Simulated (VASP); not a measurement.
## WS2: single point with PBEsol+D3(BJ)

The system is WS2, a slab with vacuum.

```
CELL_PARAMETERS angstrom
3.12394 0.00000 0.00000
-1.56197 2.70541 0.00000
0.00000 0.00000 16.93754
ATOMIC_POSITIONS crystal
W 0.33333 0.66667 0.00202
S 0.66667 0.33333 0.90137
S 0.66667 0.33333 0.08706
```

This cell differs from its parent crystal: atoms displaced along a vibrational mode.

```yaml
Program: VASP 6.6.1
Task: single point
Functional: PBEsol
Dispersion: D3(BJ)
Potentials_or_basis: VASP PAW PBE potentials, release 64 (W_sv, S)
Cutoff: 520 eV
k_mesh: 12 × 12 × 2
Occupations: gaussian, width 0.05 eV
Spin: no spin polarisation
```

* Largest force: 4.484 eV/Å
* Band gap on the k mesh: 1.76 eV (least direct gap 2.04 eV)
* Dispersion energy per atom: -0.253 eV

Forces on the atoms (eV/Å):
```
W    0.000  0.000 -4.484
S    0.000  0.000  1.898
S    0.000  0.000  2.586
```

Levels at points of the mesh, in eV from the valence-band top:
```csv
k point,band 9,band 10,band 11,band 12,band 13,band 14,band 15,band 16,band 17,band 18
"(0.00, 0.00, 0.00)",-3.16,-2.46,-1.36,-1.36,0.00,2.65,2.65,3.60,3.60,5.04
"(0.50, 0.00, 0.00)",-4.61,-3.60,-2.30,-1.06,-0.96,3.02,3.27,4.02,4.89,5.28
"(0.00, 0.00, 0.50)",-3.16,-2.46,-1.36,-1.36,0.00,2.65,2.65,3.60,3.60,5.10
"(0.50, 0.00, 0.50)",-4.61,-3.60,-2.30,-1.06,-0.96,3.02,3.27,4.02,4.89,5.28
```

It took 3 min on 1 thread of Intel Xeon 8259CL, with other jobs on the host, peak memory 0.31 GiB.

Caveat: the cell differs from its parent crystal (atoms displaced along a vibrational mode); the PAW data sets were made with another functional, which shifts forces and pressure a little; spin-orbit coupling is left out, which moves the levels of the heavy elements.
